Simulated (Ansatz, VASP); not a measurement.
# In2As2H in VASP and in Ansatz

Contents of INCAR:

```
PREC = Accurate ; ENCUT = 520
EDIFF = 1E-6 ; ISMEAR = 0
SIGMA = 0.1 ; LREAL = False
LASPH = True ; NELM = 60
ALGO = Normal ; ISIF = 2
LWAVE = False ; LCHARG = False
LDIPOL = True ; IDIPOL = 3
DIPOL = 0.5 0.5 0.338 ; GGA = PE
IVDW = 12 ; NBANDS = 26
```

The input KPOINTS:

```
regular mesh
0
Gamma
  6 6 1
```

Contents of POSCAR:

```
In2As2H
1.0
    4.3220706691      0.0000000000      0.0000000000
   -2.1610353346      3.7430229964      0.0000000000
    0.0000000000      0.0000000000     21.7386927198
As In H
2 2 1
Direct
    0.0000000000      0.0000000000      0.1840037049
    0.3333333333      0.6666666667      0.3557112058
    0.3333333333      0.6666666667      0.2245875152
    0.6666666667      0.3333333333      0.3881876812
    1.3333333333      0.6666666667      0.5399907378
```

Input for Ansatz:

```yaml
crystal:
  lattice:
    - [4.3220706691, 0.0, 0.0]
    - [-2.1610353346, 3.7430229964, 0.0]
    - [0.0, 0.0, 21.7386927198]
  atoms:
    - { symbol: As, position: [0.0, 0.0, 0.1840037049] }
    - { symbol: In, position: [0.3333333333, 0.6666666667, 0.2245875152] }
    - { symbol: As, position: [0.3333333333, 0.6666666667, 0.3557112058] }
    - { symbol: In, position: [0.6666666667, 0.3333333333, 0.3881876812] }
    - { symbol: H, position: [1.3333333333, 0.6666666667, 0.5399907378] }
basis:
  ecutwfc: 420
kpoints:
  mp_grid: { grid: [6, 6, 1] }
hamiltonian:
  xc: pbe
  pseudopotentials: { kind: paw, azcp: { folder: soft_1 } }
  dispersion: d3bj
scf:
  occupations: { method: gaussian, width: 0.1 }
output:
  forces: true
  eigenvalues: true
efield:
  axis: 3
  dipole_correction: true
  ramp_width: 0.04
```

Alike in both runs: task single point; functional PBE; dispersion D3(BJ); k mesh 6 × 6 × 1; occupations gaussian, width 0.1 eV; no spin polarisation.

|  | VASP | Ansatz |
| --- | --- | --- |
| version | VASP 6.6.1 | Ansatz 0.2.0 |
| potentials or method | VASP PAW PBE potentials, release 64 (As, In_d, H), cutoff 520 eV | scalar-relativistic, plane waves, PAW |
| valence electrons in the cell | 37 | 57 |

Ansatz gave:

| Property | Result |
| --- | --- |
| gap on the k mesh at the Fermi level (eV) | none |
| rms of the force components (eV/Å) | 0.116 |

Estimate VASP's values.

gap on the k mesh at the Fermi level (eV): none; rms of the force components (eV/Å): 0.117.

A gap of «none» marks a metal or a gap that the smearing closes. VASP's potentials hold 37 valence electrons a cell and Ansatz's 57, so a difference there can come from the potentials and not from the codes.
